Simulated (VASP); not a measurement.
# CdS (wurtzite type) (P6_3mc) in VASP: notebook

CdS (wurtzite type) is run at these levels: PBE; tasks: single point, relaxation of cell and atoms.

Program: VASP 6.6.1. These are calculated values, not measurements. Logs are shortened: lines on timing, memory, paths and dates and some standing lists are left out, and cuts for length are marked.

## (1) The cell of the first run

It takes space group P6_3mc (No. 186, hexagonal). Conventional cell: a = 2.505 Å, b = 2.505 Å, c = 9.090 Å, α = 90.00°, β = 90.00°, γ = 120.00°. Cd (site symmetry 3m) has 4 S at 2.34 to 2.63 Å and 6 Cd at 2.51 Å within 3.1 Å. Within 3.1 Å of S (site symmetry 3m) lie 4 Cd at 2.34 to 2.63 Å and 6 S at 2.51 Å.

## (2) Single point, PBE

The input, INCAR:

```
PREC     = Accurate       # precision mode
ENCUT    = 520            # plane-wave cutoff, eV
EDIFF    = 1E-6           # SCF threshold, eV
ISMEAR   = -1             # smearing method
SIGMA    = 0.08           # smearing width, eV
LREAL    = False          # projectors in reciprocal space
LASPH    = True           # aspherical terms in the spheres
NELM     = 60             # most SCF steps
ALGO     = Normal         # electronic algorithm
ISIF     = 2              # what is computed and relaxed
LWAVE    = False          # write WAVECAR
LCHARG   = True           # write CHGCAR
GGA      = PE             # functional
LELF     = True           # ELF
LVHAR    = True         
NBANDS   = 26             # bands
```

The input, KPOINTS:

```
regular mesh
0
Gamma
  10 10 6
```

The input, POSCAR:

```
CdS
1.0
    2.5050775301      0.0000000000      0.0000000000
   -1.2525387650      2.1694607795      0.0000000000
    0.0000000000      0.0000000000      9.0903493106
Cd S
2 2
Direct
    0.3333333333      0.6666666667      0.0590324883
    0.6666666667      0.3333333333      0.5590324883
    0.3333333333      0.6666666667      0.3169675117
    0.6666666667      0.3333333333      0.8169675117
```

Potentials or basis: VASP PAW PBE potentials, release 64 (Cd, S).

Command:

```console
$ cat potpaw_PBE.64/Cd/POTCAR potpaw_PBE.64/S/POTCAR > POTCAR
$ mpirun -np 1 vasp_std > vasp.out
```

OUTCAR:

```text
PREC = Accurate
   ENCUT = 520
   EDIFF = 1E-6
   ISMEAR = -1
   LREAL = False
   LASPH = True
   NELM = 60
   ISIF = 2
   GGA = PE

 ion  position               nearest neighbor table
   1  0.333  0.667  0.059-   3 2.34   4 2.63   4 2.63   4 2.63
   2  0.667  0.333  0.559-   4 2.34   3 2.63   3 2.63   3 2.63
   3  0.333  0.667  0.317-   1 2.34   2 2.63   2 2.63   2 2.63
   4  0.667  0.333  0.817-   2 2.34   1 2.63   1 2.63   1 2.63

  LATTYP: Found a hexagonal cell.
 ALAT       =     2.5050775301
 C/A-ratio  =     3.6287696494

  Lattice vectors:

 A1 = (   2.5050775301,   0.0000000000,   0.0000000000)
 A2 = (  -1.2525387650,   2.1694607795,   0.0000000000)
 A3 = (   0.0000000000,   0.0000000000,   9.0903493106)

Analysis of symmetry for initial positions (statically):
=====================================================================
 Subroutine PRICEL returns:
 Original cell was already a primitive cell.

 Routine SETGRP: Setting up the symmetry group for a
 hexagonal supercell.

 Subroutine GETGRP returns: Found 12 space group operations
 (whereof  6 operations were pure point group operations)
 out of a pool of 24 trial point group operations.

The static configuration has the point symmetry C_3v.
 The point group associated with its full space group is C_6v.

Analysis of symmetry for dynamics (positions and initial velocities):
=====================================================================
 Subroutine PRICEL returns:
 Original cell was already a primitive cell.

 Routine SETGRP: Setting up the symmetry group for a
 hexagonal supercell.

 Subroutine GETGRP returns: Found 12 space group operations
 (whereof  6 operations were pure point group operations)
 out of a pool of 24 trial point group operations.

The dynamic configuration has the point symmetry C_3v.
 The point group associated with its full space group is C_6v.

 Subroutine INISYM returns: Found 12 space group operations
 (whereof  6 operations are pure point group operations),
 and found     1 'primitive' translations

----------------------------------------------------------------------------------------

                                     Primitive cell

  volume of cell :      49.4030

  direct lattice vectors                    reciprocal lattice vectors
     2.505077530  0.000000000  0.000000000     0.399189242  0.230472016  0.000000000
    -1.252538765  2.169460780  0.000000000     0.000000000  0.460944032  0.000000000
     0.000000000  0.000000000  9.090349311     0.000000000  0.000000000  0.110006774

  length of vectors
     2.505077530  2.505077530  9.090349311     0.460944032  0.460944032  0.110006774

  position of ions in fractional coordinates (direct lattice)
     0.333333333  0.666666667  0.059032488
     0.666666667  0.333333333  0.559032488
     0.333333333  0.666666667  0.316967512
     0.666666667  0.333333333  0.816967512

  ion indices of the primitive-cell ions
   primitive index   ion index
                 1           1
                 2           2
                 3           3
                 4           4

----------------------------------------------------------------------------------------

 KPOINTS: regular mesh

Automatic generation of k-mesh.
 Grid dimensions read from file:
 generate k-points for:   10   10    6

 Generating k-lattice:

  Cartesian coordinates                     Fractional coordinates (reciprocal lattice)
     0.039918924  0.023047202  0.000000000     0.100000000  0.000000000  0.000000000
     0.000000000  0.046094403  0.000000000     0.000000000  0.100000000  0.000000000
     0.000000000  0.000000000  0.018334462     0.000000000  0.000000000  0.166666667

  Length of vectors
     0.046094403  0.046094403  0.018334462

  Shift w.r.t. Gamma in fractional coordinates (k-lattice)
     0.000000000  0.000000000  0.000000000

 Subroutine IBZKPT returns following result:
 ===========================================

 Found     56 irreducible k-points:

 Following reciprocal coordinates:
            Coordinates               Weight
  0.000000  0.000000  0.000000      1.000000
  0.100000 -0.000000  0.000000      6.000000
  0.200000 -0.000000  0.000000      6.000000
  0.300000  0.000000  0.000000      6.000000
  0.400000  0.000000  0.000000      6.000000
  0.500000  0.000000  0.000000      3.000000
[... 16 lines left out ...]
  0.300000  0.100000  0.166667     24.000000
  0.400000  0.100000  0.166667     24.000000
 [... further k-points ...]
   k-points           NKPTS =     56   k-points in BZ     NKDIM =     56   number of bands    NBANDS=     26
   number of dos      NEDOS =    301   number of ions     NIONS =      4
   total plane-waves  NPLWV =  28000
   dimension x,y,z NGX =    20 NGY =   20 NGZ =   70
   dimension x,y,z NGXF=    40 NGYF=   40 NGZF=  140
   ions per type =               2   2
   NGX,Y,Z   is equivalent  to a cutoff of  13.27, 13.27, 12.80 a.u.
   NGXF,Y,Z  is equivalent  to a cutoff of  26.55, 26.55, 25.60 a.u.
 SYSTEM =  unknown system
   PREC   = accura    normal or accurate (medium, high low for compatibility)
   ISTART =      0    job   : 0-new  1-cont  2-samecut
   ICHARG =      2    charge: 1-file 2-atom 10-const
   ISPIN  =      1    spin polarized calculation?
   LNONCOLLINEAR =      F non collinear calculations
   LSORBIT =      F    spin-orbit coupling
   LASPH  =      T    aspherical Exc in radial PAW
   ENCUT  =  520.0 eV  38.22 Ry    6.18 a.u.   4.66  4.66 16.90*2*pi/ulx,y,z
   NELM   =     60;   NELMIN=  2; NELMDL= -5     # of ELM steps
   EDIFF  = 0.1E-05   stopping-criterion for ELM
   LREAL  =      F    real-space projection
   EDIFFG = 0.1E-04   stopping-criterion for IOM
   NSW    =      0    number of steps for IOM
   IBRION =     -1    ionic relax: 0-MD 1-quasi-New 2-CG
   NFREE  =      0    steps in history (QN), initial steepest desc. (CG)
   ISIF   =      2    stress and relaxation
   ISYM   =      2    0-nonsym 1-usesym 2-fastsym
   POTIM  = 0.5000    time-step for ionic-motion
   TEBEG  =    0.0;   TEEND  =   0.0 temperature during run
   PSTRESS=    0.0 pullay stress
   NELECT =      36.0000    total number of electrons
   NUPDOWN=      -1.0000    fix difference up-down
   EMIN   =  10.00;   EMAX   =-10.00  energy-range for DOS
   EFERMI =   0.00;   METHOD = LEGACY
   ISMEAR =    -1;   SIGMA  =   0.08  broadening in eV -4-tet -1-fermi 0-gaus
   EFERMI_NEDOS =   21; number of points for ismear=-14 and -15
   IALGO  =     38    algorithm
   IMIX   =      4    mixing-type and parameters
     AMIX     =   0.40;   BMIX     =  1.00
     AMIX_MAG =   1.60;   BMIX_MAG =  1.00
  volume/ion in A,a.u.               =      12.35        83.35
  Fermi-wavevector in a.u.,A,eV,Ry     =   1.473187  2.783919 29.528443  2.170279
  Thomas-Fermi vector in A             =   2.588110
   LORBIT       =      0    0 simple, 1 ext, 2 COOP (PROOUT), +10 PAW based schemes
   GGA     = PE    functional components
   LHFCALC =     F    Hartree Fock is set to
   AEXX    =    0.0000 exact exchange contribution
   IVDW    =     0    specifies the selected vdW correction
   LEPSILON=     F    determine dielectric tensor
   LRPA    =     F    only Hartree local field effects (RPA)
 non-spin polarized calculation
  energy-cutoff  :      520.00
  volume of cell :       49.40
 maximum number of plane-waves:      1354
 NGX is ok and might be reduce to    20
   NGX =  9   NGY =  9   NGZ = 33

 number of electron      36.0000004 magnetization

 Free energy of the ion-electron system (eV)
  ---------------------------------------------------
  ext. energy  EPLUGINS =         0.00000000
  ---------------------------------------------------
  free energy    TOTEN  =        -1.62185092 eV

  energy without entropy =       -1.59705774  energy(sigma->0) =       -1.60945433

 E-fermi :  10.2217     XC(G=0): -13.3005

 val. band max:       10.2027410627   @ k =   0.4000   0.2000   0.0000
 cond. band min:      10.2401522519   @ k =   0.4000   0.1000   0.3333
 fundamental gap:      0.0374111892
 Fermi energy:        10.2217315375

 k-point     1 :       0.0000    0.0000    0.0000
  band No.  band energies     occupation
      1      -8.9989      2.00000
      2      -8.5598      2.00000
      3      -2.9577      2.00000
      4      -2.8809      2.00000
      5      -1.9718      2.00000
      6      -1.0825      2.00000
[... 18 lines left out ...]
     25      22.5478      0.00000
     26      22.5883      0.00000

 k-point     2 :       0.1000   -0.0000    0.0000
  band No.  band energies     occupation
      1      -8.7144      2.00000
      2      -8.2899      2.00000
      3      -2.6188      2.00000
      4      -2.6050      2.00000
      5      -1.8028      2.00000
      6      -1.2012      2.00000
[... 18 lines left out ...]
     25      22.9897      0.00000
     26      23.6543      0.00000

 k-point     3 :       0.2000   -0.0000    0.0000
  band No.  band energies     occupation
      1      -7.8750      2.00000
      2      -7.4934      2.00000
      3      -2.2391      2.00000
      4      -2.2118      2.00000
      5      -1.4692      2.00000
      6      -1.1700      2.00000
[... 18 lines left out ...]
     25      21.2787      0.00000
     26      23.0345      0.00000

 k-point     4 :       0.3000    0.0000    0.0000
  band No.  band energies     occupation
      1      -6.5348      2.00000
      2      -6.2238      2.00000
      3      -2.5483      2.00000
      4      -2.5400      2.00000
      5      -1.4818      2.00000
      6      -1.0775      2.00000
[... 18 lines left out ...]
     25      18.4683      0.00000
     26      21.2246      0.00000
[... 496 lines left out ...]
      1      -7.0377      2.00000
      2      -6.7448      2.00000
      3      -2.0728      2.00000
      4      -2.0582      2.00000
      5      -1.3442      2.00000
      6      -1.2671      2.00000
[... 18 lines left out ...]
     25      20.5283      0.00000
     26      21.7927      0.00000

 k-point    23 :       0.3000    0.1000    0.1667
  band No.  band energies     occupation
      1      -5.5154      2.00000
      2      -5.2979      2.00000
      3      -2.4971      2.00000
      4      -2.4852      2.00000
      5      -1.6525      2.00000
      6      -1.1145      2.00000
[... 18 lines left out ...]
     25      19.5708      0.00000
     26      20.0016      0.00000

 k-point    24 :       0.4000    0.1000    0.1667
  band No.  band energies     occupation
      1      -4.0201      2.00000
      2      -3.8018      2.00000
      3      -2.7490      2.00000
      4      -2.7204      2.00000
      5      -1.9311      2.00000
      6      -1.3355      2.00000
[... 18 lines left out ...]
     25      18.8443      0.00000
     26      19.1110      0.00000

 [... further k-points ...]
[... 5 lines left out ...]
  --------------------------------------------------------------------------------------
  -------------------------------------------------------------------------------------
  Total       31.7563511     31.7563511     31.7426128      0.0000000      0.0000000      0.0000000
  in kB     1029.8823864   1029.8823864   1029.4368437      0.0000000      0.0000000      0.0000000
  external PRESSURE =    1029.7338722 kB  Pullay stress =       0.0000000 kB

 VOLUME and BASIS-vectors are now :
 -----------------------------------------------------------------------------
  energy-cutoff  :      520.00
  volume of cell :       49.40
      direct lattice vectors                 reciprocal lattice vectors
     2.505077530  0.000000000  0.000000000     0.399189242  0.230472016  0.000000000
    -1.252538765  2.169460780  0.000000000     0.000000000  0.460944032  0.000000000
     0.000000000  0.000000000  9.090349311     0.000000000  0.000000000  0.110006774

 POSITION                                       TOTAL-FORCE (eV/Angst)
 -----------------------------------------------------------------------------------
     -0.00000      1.44631      0.53663        -0.000000     -0.000000      0.011677
      1.25254      0.72315      5.08180         0.000000      0.000000      0.011677
     -0.00000      1.44631      2.88135         0.000000     -0.000000     -0.011677
      1.25254      0.72315      7.42652        -0.000000      0.000000     -0.011677
 -----------------------------------------------------------------------------------
    total drift:                               -0.000000     -0.000000     -0.000084

  FREE ENERGIE OF THE ION-ELECTRON SYSTEM (eV)
  ---------------------------------------------------
  free  energy   TOTEN  =        -1.6218509239 eV

  energy  without entropy=       -1.5970577412  energy(sigma->0) =       -1.60945433
```

Run time: 29 s. Hardware: 1 thread of Intel Xeon 6975P-C (Granite Rapids), shared host; peak memory 0.2 GiB.

What came out:

| Quantity | Value |
| --- | --- |
| Free energy | -1.6219 eV |
| Pressure | 103.0 GPa |
| Largest force | 0.012 eV/Å |
| Band gap on the k mesh | zero (band 18 reaches 14.50 eV, above the bottom of band 19 at 8.12 eV) |

Forces in eV/Å, atoms in the order of the input:
```
Cd   0.000  0.000  0.012
Cd   0.000  0.000  0.012
S    0.000  0.000 -0.012
S    0.000  0.000 -0.012
```

## (3) Single point, PBE

The input, INCAR:

```
  PREC = Accurate
  ENCUT = 520
  EDIFF = 1E-6
  ISMEAR = -1
  SIGMA = 0.08
  LREAL = F
  LASPH = T
  NELM = 60
  ALGO = Normal
  ISIF = 2
  LWAVE = F
  LCHARG = F
  GGA = PE
  NBANDS = 26
```

KPOINTS is that of step 2.

Edit POSCAR of step 2 so:

```diff
@@ -2,3 +2,3 @@
 1.0
-    2.5050775301      0.0000000000      0.0000000000
+    2.5050775300      0.0000000000      0.0000000000
    -1.2525387650      2.1694607795      0.0000000000
```

Potentials or basis: VASP PAW PBE potentials, release 64 (Cd, S).

Command:

```console
$ cat potpaw_PBE.64/Cd/POTCAR potpaw_PBE.64/S/POTCAR > POTCAR
$ mpirun -np 1 vasp_std > vasp.out
```

It took 30 s on 1 thread of Intel Xeon 6975P-C (Granite Rapids), shared host; peak memory 0.2 GiB.

Results (log left out):

```
Free energy            : -1.6219 eV
Pressure               : 103.0 GPa
Largest force          : 0.012 eV/Å
Band gap on the k mesh : zero (band 18 reaches 14.50 eV, above the bottom of band 19 at 8.12 eV)
```

Forces in eV/Å, atoms in the order of the input:
```
Cd   0.000  0.000  0.012
Cd   0.000  0.000  0.012
S    0.000  0.000 -0.012
S    0.000  0.000 -0.012
```

Levels at points of the mesh, in eV from the Fermi level:
```csv
k point,band 14,band 15,band 16,band 17,band 18,band 19,band 20,band 21,band 22,band 23
"(0.00, 0.00, 0.00)",-9.18,-6.72,0.54,1.52,4.22,4.22,4.35,4.35,9.23,11.63
"(0.50, 0.00, 0.00)",-8.51,-4.40,-3.80,-1.58,0.02,0.46,0.82,2.51,3.01,6.33
"(0.00, 0.00, 0.50)",-9.48,-3.67,-3.67,4.28,4.28,4.28,4.28,5.99,5.99,12.34
"(0.50, 0.00, 0.50)",-8.39,-4.33,-4.33,-0.85,-0.85,0.64,0.64,3.41,3.41,6.29
```

## (4) Relaxation of cell and atoms, PBE, target pressure 100 GPa, at which the enthalpy is minimised

This run uses another cell than the first one, of 13.79 Å³/atom, 1.117 times its volume.

The input, INCAR:

```
ALGO = Normal ; EDIFF = 1E-6
EDIFFG = -0.005 ; ENCUT = 600
GGA = PE ; IBRION = 2
ISIF = 3 ; ISMEAR = -1
LASPH = True ; LCHARG = False
LREAL = False ; LWAVE = False
NELM = 100 ; NSW = 60
PREC = Accurate ; PSTRESS = 1000.0
SIGMA = 0.08
```

The input, KPOINTS:

```
k-points
0
Gamma
  10 10 6
```

The input, POSCAR:

```
CdS
1.0
    3.3934351281      0.0000000000      0.0000000000
   -1.6967175640      2.9388010270      0.0000000000
    0.0000000000      0.0000000000      5.5312992588
Cd S
2 2
Direct
    0.3333333333      0.6666666667      0.0000000000
    0.6666666667      0.3333333333      0.5000000000
    0.3333333333      0.6666666667      0.3760000000
    0.6666666667      0.3333333333      0.8760000000
```

Command:

```console
$ cat potpaw_PBE.64/Cd/POTCAR potpaw_PBE.64/S/POTCAR > POTCAR
$ mpirun -np 1 vasp_std > vasp.out
```

It took 18 min on 1 thread of Intel Xeon 6975P-C (Granite Rapids), shared host; peak memory 0.24 GiB.

The run converged. Its results:

- Free energy: -1.5540 eV
- Relaxed volume: 12.37 Å³/atom
- Relaxed cell: a = 2.515 Å, b = 2.515 Å, c = 9.032 Å, α = 90.00°, β = 90.00°, γ = 120.00°
- Space group after relaxing (to 0.05 Å): P6_3mc (No. 186)
- Energy change on relaxing (the enthalpy is what falls): -465.8 meV/atom
- Ionic steps: 48
- Pressure after relaxing: 100.0 GPa
- Band gap on the k mesh: zero (band 18 reaches 14.31 eV, above the bottom of band 19 at 8.07 eV)

Forces in eV/Å, atoms in the order of the input:
```
Cd   0.000  0.000 -0.003
Cd   0.000  0.000 -0.003
S    0.000  0.000  0.003
S    0.000  0.000  0.003
```

Step by step:
| step | energy change (eV) | largest force (eV/Å) | pressure (GPa) | volume (Å³) |
| --- | --- | --- | --- | --- |
| 1 | 0.0000 | 0.2210 | 147.40 | 55.16 |
| 3 | -5.1982 | 0.0052 | 90.42 | 62.31 |
| 5 | -4.3123 | 0.0265 | 100.01 | 60.82 |
| 7 | -4.3199 | 0.3144 | 99.90 | 60.83 |
| 9 | -4.3177 | 0.4797 | 99.92 | 60.81 |
| 11 | -4.3322 | 1.1081 | 99.62 | 60.65 |
| 13 | -4.5885 | 0.4113 | 91.81 | 59.06 |
| 15 | -2.9088 | 5.7618 | 87.71 | 56.21 |
| 17 | -4.1754 | 2.7554 | 88.32 | 58.02 |
| 19 | -4.1029 | 2.9996 | 88.00 | 57.89 |
| 21 | -4.0977 | 3.0648 | 87.64 | 57.88 |
| 23 | -4.0686 | 3.3254 | 86.28 | 57.83 |
| 25 | -4.0594 | 3.2912 | 86.30 | 57.80 |
| 27 | -4.0156 | 3.1427 | 86.21 | 57.64 |
| 29 | -3.8204 | 2.6113 | 86.15 | 57.00 |
| 31 | -3.0216 | 0.7035 | 87.73 | 54.12 |
| 33 | 15.0624 | 0.4816 | 315.05 | 38.97 |
| 35 | -0.2897 | 0.0541 | 123.54 | 47.26 |
| 37 | -0.5797 | 0.0086 | 118.88 | 47.62 |
| 39 | -1.8788 | 0.0430 | 99.94 | 49.52 |
| 41 | -1.8315 | 0.0410 | 100.52 | 49.44 |
| 43 | -1.8523 | 0.0019 | 100.19 | 49.48 |
| 45 | -1.8458 | 0.0115 | 100.31 | 49.47 |
| 47 | -1.8510 | 0.0004 | 100.22 | 49.47 |
| 48 | -1.8633 | 0.0027 | 100.03 | 49.49 |

Final structure:
```
CELL_PARAMETERS angstrom
2.51541 0.00000 0.00000
-1.25771 2.17841 0.00000
0.00000 0.00000 9.03222
ATOMIC_POSITIONS crystal
Cd 0.33333 0.66667 0.05894
Cd 0.66667 0.33333 0.55894
S 0.33333 0.66667 0.31706
S 0.66667 0.33333 0.81706
```

Levels at points of the mesh, in eV from the Fermi level:
```tsv
k point	band 15	band 16	band 17	band 18	band 19	band 20	band 21	band 22
(0.00, 0.00, 0.00)	-6.60	0.71	1.72	4.02	4.02	4.15	4.15	9.45
(0.50, 0.00, 0.00)	-4.45	-3.85	-1.59	0.05	0.31	0.70	2.51	2.98
(0.00, 0.00, 0.50)	-3.53	-3.53	4.08	4.08	4.08	4.08	6.20	6.20
(0.50, 0.00, 0.50)	-4.38	-4.38	-0.86	-0.86	0.50	0.50	3.43	3.43
```

Caveat: the cell is relaxed towards a set pressure, so the enthalpy falls and the energy may rise.
